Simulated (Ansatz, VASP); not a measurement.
**One calculation of Al4Ir, two programs**

```
Al Ir
1.0
     2.90547    0.00000    0.00000
     0.00000    2.90547    0.00000
     0.00000    0.00000    9.76729
Al Ir
4 1
Direct
  0.00000 0.00000 0.16363
  0.00000 0.00000 0.83637
  0.50000 0.50000 0.36449
  0.50000 0.50000 0.63551
  0.50000 0.50000 0.00000
```

Alike in both runs: functional PBE; k mesh 14 × 14 × 4; occupations gaussian, width 0.1 eV; no spin polarisation.

Ansatz relaxed the structure, and its values are those at the end. VASP's run is a single point on that final structure, the one shown.

|  | VASP | Ansatz |
| --- | --- | --- |
| version | VASP 6.6.1 | Ansatz 0.2.0 |
| potentials or method | VASP PAW PBE potentials, release 64 (Al, Ir), cutoff 520 eV | scalar-relativistic, plane waves, PAW |
| valence electrons in the cell | 21 | 29 |

```tsv
	VASP	Ansatz	Ansatz less VASP
gap on the k mesh at the Fermi level (eV)	none	none	-
pressure (GPa)	0.1	0.0	-0.05
rms of the force components (eV/Å)	0.003	0.001	-0.0022
```

A gap of «none» marks a metal or a gap that the smearing closes. VASP's potentials hold 21 valence electrons a cell and Ansatz's 29, so a difference there can come from the potentials and not from the codes.

Neither program's run includes spin-orbit coupling.
